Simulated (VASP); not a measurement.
# MgCd3O (Pm-3m) in VASP: notebook, part 2 of 2

VASP 6.6.1.

### Step 5. Single point, PBE, collinear spin, ferromagnetic start

INCAR

```
ALGO = Normal ; EDIFF = 1E-6
ENCUT = 600 ; GGA = PE
GGA_COMPAT = F ; ISIF = 2
ISMEAR = 0 ; ISPIN = 2
LASPH = T ; LCHARG = T
LELF = T ; LORBIT = 11
LREAL = F ; LVHAR = T
LWAVE = F ; MAGMOM = 0 0 0 0 1
NBANDS = 34 ; NELM = 200
PREC = Accurate ; SIGMA = 0.1
```

KPOINTS

```
k-points
0
Gamma
  4 4 4
```

POSCAR

```
MgCd3O
1.0
    4.7137113800      0.0000000000      0.0000000000
    0.0000000000      4.7137113800      0.0000000000
    0.0000000000      0.0000000000      4.7137113800
Mg Cd O
1 3 1
Direct
    0.0000000000      0.0000000000      0.0000000000
    0.0000000000      0.5000000000      0.5000000000
    0.5000000000      0.0000000000      0.5000000000
    0.5000000000      0.5000000000      0.0000000000
    0.5000000000      0.5000000000      0.5000000000
```

On the command line:

```
cat potpaw_PBE.64/Mg/POTCAR potpaw_PBE.64/Cd/POTCAR potpaw_PBE.64/O/POTCAR > POTCAR
mpirun -np 1 vasp_std > vasp.out
```

It took 91 s on 1 thread of AMD EPYC 9R45 (Zen 5), shared host; peak memory 0.27 GiB.

It converged, with:

```
Free energy                                           : -9.3660 eV
Pressure                                              : -0.5 GPa
Band gap on the k mesh                                : zero (filled and empty bands overlap)
Net moment                                            : 0.00 μB per cell
Valence electrons inside the program's atomic spheres : Mg 0.32; Cd 10.23; O 4.91
```

Levels at points of the mesh, in eV from the Fermi level:
Spin up:
```
           k point  band 18  band 19  band 20  band 21  band 22  band 23  band 24  band 25  band 26  band 27
(0.00, 0.00, 0.00)    -4.60    -4.60    -4.60     0.20     0.20     1.12     1.12     1.12     3.40     6.08
(0.50, 0.00, 0.00)    -4.18    -4.18    -4.09    -1.68     1.10     1.97     1.97     2.56     3.33     3.33
(0.50, 0.50, 0.00)    -5.12    -3.84    -2.96    -2.00    -0.43    -0.43     3.30     3.30     4.12     4.18
(0.50, 0.50, 0.50)    -4.29    -4.29    -1.72    -1.72    -1.72    -0.24     1.23     1.23     1.23     2.79
```
Spin down:
| k point | band 18 | band 19 | band 20 | band 21 | band 22 | band 23 | band 24 | band 25 | band 26 | band 27 |
| --- | --- | --- | --- | --- | --- | --- | --- | --- | --- | --- |
| (0.00, 0.00, 0.00) | -4.60 | -4.60 | -4.60 | 0.20 | 0.20 | 1.12 | 1.12 | 1.12 | 3.40 | 6.08 |
| (0.50, 0.00, 0.00) | -4.18 | -4.18 | -4.09 | -1.68 | 1.10 | 1.97 | 1.97 | 2.56 | 3.33 | 3.33 |
| (0.50, 0.50, 0.00) | -5.12 | -3.84 | -2.96 | -2.00 | -0.43 | -0.43 | 3.30 | 3.30 | 4.12 | 4.18 |
| (0.50, 0.50, 0.50) | -4.29 | -4.29 | -1.72 | -1.72 | -1.72 | -0.24 | 1.23 | 1.23 | 1.23 | 2.79 |

### Step 6. Relaxation of cell and atoms, PBE

This run uses another cell than the first one, of 20.63 Å³/atom, 0.985 times its volume.

INCAR

```
SYSTEM = MgCd3O
PREC     = Accurate       ! precision mode
ENCUT    = 600            ! plane-wave cutoff, eV
EDIFF    = 1E-7           ! SCF threshold, eV
ISMEAR   = 0              ! smearing method
SIGMA    = 0.1            ! smearing width, eV
LREAL    = .FALSE.        ! projectors in reciprocal space
LASPH    = .TRUE.         ! aspherical terms in the spheres
NELM     = 120            ! most SCF steps
ALGO     = Normal         ! electronic algorithm
ISIF     = 3              ! what is computed and relaxed
LWAVE    = .FALSE.        ! write WAVECAR
LCHARG   = .FALSE.        ! write CHGCAR
GGA      = PE             ! functional
IBRION   = 2              ! ionic algorithm
NSW      = 100            ! ionic steps
EDIFFG   = -0.01          ! ionic threshold
GGA_COMPAT= .FALSE.      
NELMIN   = 4
```

KPOINTS

```
Automatic mesh
0
G
  8 8 8
  0 0 0
```

POSCAR, as its differences from that of step 5:

```diff
@@ -2,5 +2,5 @@
 1.0
-    4.7137113800      0.0000000000      0.0000000000
-    0.0000000000      4.7137113800      0.0000000000
-    0.0000000000      0.0000000000      4.7137113800
+    4.6895686063      0.0000000000      0.0000000000
+    0.0000000000      4.6895686063      0.0000000000
+    0.0000000000      0.0000000000      4.6895686063
 Mg Cd O
```

Potentials or basis: VASP PAW PBE potentials, release 64 (Mg, Cd, O).

On the command line:

```
cat potpaw_PBE.64/Mg/POTCAR potpaw_PBE.64/Cd/POTCAR potpaw_PBE.64/O/POTCAR > POTCAR
mpirun -np 1 vasp_std > vasp.out
```

OUTCAR:

```text
SYSTEM = MgCd3O
   PREC = Accurate
   ENCUT = 600
   EDIFF = 1E-7
   ISMEAR = 0
   LREAL = .FALSE.
   LASPH = .TRUE.
   NELM = 120
   ISIF = 3
   GGA = PE
   IBRION = 2
   NSW = 100
   EDIFFG = -0.01
   NELMIN = 4

 ion  position               nearest neighbor table
   1  0.000  0.000  0.000-   2 3.32   3 3.32   4 3.32   2 3.32   3 3.32   2 3.32   4 3.32   2 3.32
                             3 3.32   4 3.32   3 3.32   4 3.32
   2  0.000  0.500  0.500-   5 2.34   5 2.34   4 3.32   1 3.32   1 3.32   4 3.32   1 3.32   3 3.32
                             1 3.32   3 3.32   4 3.32   3 3.32   4 3.32   3 3.32
   3  0.500  0.000  0.500-   5 2.34   5 2.34   4 3.32   1 3.32   1 3.32   4 3.32   2 3.32   4 3.32
                             2 3.32   4 3.32   1 3.32   2 3.32   1 3.32   2 3.32
   4  0.500  0.500  0.000-   5 2.34   5 2.34   3 3.32   1 3.32   2 3.32   3 3.32   2 3.32   1 3.32
                             3 3.32   3 3.32   1 3.32   2 3.32   2 3.32   1 3.32
   5  0.500  0.500  0.500-   2 2.34   3 2.34   4 2.34   4 2.34   3 2.34   2 2.34

  LATTYP: Found a simple cubic cell.
 ALAT       =     4.6895686063

  Lattice vectors:

 A1 = (   4.6895686063,   0.0000000000,   0.0000000000)
 A2 = (   0.0000000000,   4.6895686063,   0.0000000000)
 A3 = (   0.0000000000,   0.0000000000,   4.6895686063)
[... 237 lines left out ...]
 Fermi energy:         2.3301378286

 k-point     1 :       0.0000    0.0000    0.0000
  band No.  band energies     occupation
      1     -16.2263      2.00000
      2      -6.7029      2.00000
      3      -6.7029      2.00000
      4      -6.7029      2.00000
      5      -6.5715      2.00000
      6      -6.5715      2.00000
[... 685 lines left out ...]
     25       4.6430      0.00000
     26       5.7288      0.00000

 [... further k-points ...]

------------------------ aborting loop because EDIFF is reached ----------------------------------------

  FORCE on cell =-STRESS in cart. coord.  units (eV):
  Direction    XX          YY          ZZ          XY          YZ          ZX
  --------------------------------------------------------------------------------------
  -------------------------------------------------------------------------------------
  Total       -0.0280327     -0.0280327     -0.0280327     -0.0000000      0.0000000     -0.0000000
  in kB       -0.4298010     -0.4298010     -0.4298010     -0.0000000      0.0000000     -0.0000000
  external PRESSURE =      -0.4298010 kB  Pullay stress =       0.0000000 kB

 VOLUME and BASIS-vectors are now :
 -----------------------------------------------------------------------------
  energy-cutoff  :      600.00
  volume of cell :      104.50
      direct lattice vectors                 reciprocal lattice vectors
     4.710162776 -0.000000000  0.000000000     0.212306888 -0.000000000  0.000000000
     0.000000000  4.710162776  0.000000000     0.000000000  0.212306888 -0.000000000
    -0.000000000  0.000000000  4.710162776    -0.000000000 -0.000000000  0.212306888

 POSITION                                       TOTAL-FORCE (eV/Angst)
 -----------------------------------------------------------------------------------
      0.00000      0.00000      0.00000         0.000000      0.000000      0.000000
      0.00000      2.35508      2.35508        -0.000000      0.000000      0.000000
      2.35508     -0.00000      2.35508         0.000000     -0.000000      0.000000
      2.35508      2.35508      0.00000         0.000000     -0.000000      0.000000
      2.35508      2.35508      2.35508         0.000000      0.000000      0.000000
 -----------------------------------------------------------------------------------
    total drift:                               -0.000000     -0.000000     -0.000000

  FREE ENERGIE OF THE ION-ELECTRON SYSTEM (eV)
  ---------------------------------------------------
  free  energy   TOTEN  =        -9.2354159455 eV

  energy  without entropy=       -9.2267440093  energy(sigma->0) =       -9.23107998

 reached required accuracy - stopping structural energy minimisation
```

CONTCAR:

```text
MgCd3O
   1.00000000000000
     4.7101627762530986   -0.0000000000000000    0.0000000000000000
     0.0000000000000000    4.7101627762530986    0.0000000000000000
    -0.0000000000000000    0.0000000000000000    4.7101627762530986
  Mg              Cd              O
     1     3     1
Direct
     0.0000000000000000    0.0000000000000000    0.0000000000000000
     0.0000000000000000    0.5000000000000000    0.5000000000000000
     0.5000000000000000    0.0000000000000000    0.5000000000000000
     0.5000000000000000    0.5000000000000000    0.0000000000000000
     0.5000000000000000    0.5000000000000000    0.5000000000000000

  0.00000000E+00  0.00000000E+00  0.00000000E+00
  0.00000000E+00  0.00000000E+00  0.00000000E+00
  0.00000000E+00  0.00000000E+00  0.00000000E+00
  0.00000000E+00  0.00000000E+00  0.00000000E+00
  0.00000000E+00  0.00000000E+00  0.00000000E+00
```

It took 3.5 min on 1 thread of AMD EPYC 9R45 (Zen 5), shared host; peak memory 0.28 GiB.

What came out:

```
Free energy                            : -9.2354 eV
Relaxed volume                         : 20.90 Å³/atom
Relaxed cell                           : a = 4.710 Å, b = 4.710 Å, c = 4.710 Å, α = 90.00°, β = 90.00°, γ = 90.00°
Space group after relaxing (to 0.05 Å) : Pm-3m (No. 221)
Energy gained by relaxing              : 0.6 meV/atom
Ionic steps                            : 2
Pressure after relaxing                : 0.0 GPa
Band gap on the k mesh                 : zero (band 22 reaches 3.44 eV, above the bottom of band 23 at 1.74 eV)
```

Step by step:
| step | energy change (eV) | largest force (eV/Å) | pressure (GPa) | volume (Å³) |
| --- | --- | --- | --- | --- |
| 1 | 0.0000 | 0.0000 | 0.71 | 103.13 |
| 2 | -0.0028 | 0.0000 | -0.04 | 104.50 |

Final structure:
```
Mg Cd O
1.0
     4.71016    0.00000    0.00000
     0.00000    4.71016    0.00000
     0.00000    0.00000    4.71016
Mg Cd O
1 3 1
Direct
  0.00000 0.00000 0.00000
  0.00000 0.50000 0.50000
  0.50000 0.00000 0.50000
  0.50000 0.50000 0.00000
  0.50000 0.50000 0.50000
```

Levels at points of the mesh, in eV from the Fermi level:
| k point | band 19 | band 20 | band 21 | band 22 | band 23 | band 24 | band 25 | band 26 |
| --- | --- | --- | --- | --- | --- | --- | --- | --- |
| (0.00, 0.00, 0.00) | -4.58 | -4.58 | 0.20 | 0.20 | 1.09 | 1.09 | 1.09 | 3.37 |
| (0.50, 0.00, 0.00) | -4.15 | -4.10 | -1.68 | 1.11 | 1.94 | 1.94 | 2.54 | 3.32 |
| (0.50, 0.50, 0.00) | -3.82 | -3.00 | -1.99 | -0.42 | -0.42 | 3.29 | 3.29 | 4.08 |
| (0.50, 0.50, 0.50) | -4.27 | -1.76 | -1.76 | -1.76 | -0.30 | 1.25 | 1.25 | 1.25 |

### Step 7. Summary

```csv
task,spin,cell,k mesh,gap on the mesh (eV),pressure (GPa),moment (μB),relaxed volume (Å³/atom)
relaxation of cell and atoms,off,"relaxed from a = 4.714 Å, 5 atoms",4 × 4 × 4,none,0.0,-,20.75
single point,off,"a = 4.701 Å, 5 atoms",8 × 8 × 8,none,0.3,-,-
single point,"collinear, ferromagnetic start","a = 4.690 Å, 5 atoms",4 × 4 × 4,none,0.4,0.00,-
single point,"collinear, ferromagnetic start","a = 4.714 Å, 5 atoms",4 × 4 × 4,none,-0.5,0.00,-
relaxation of cell and atoms,off,"relaxed from a = 4.690 Å, 5 atoms",8 × 8 × 8,none,0.0,-,20.90
```

Alike in all rows: level PBE; potentials or basis VASP PAW PBE potentials, release 64 (Mg, Cd, O); cutoff (eV) 600; smearing gaussian 0.1 eV.

Absolute energies hang on the potentials; compare differences alone.
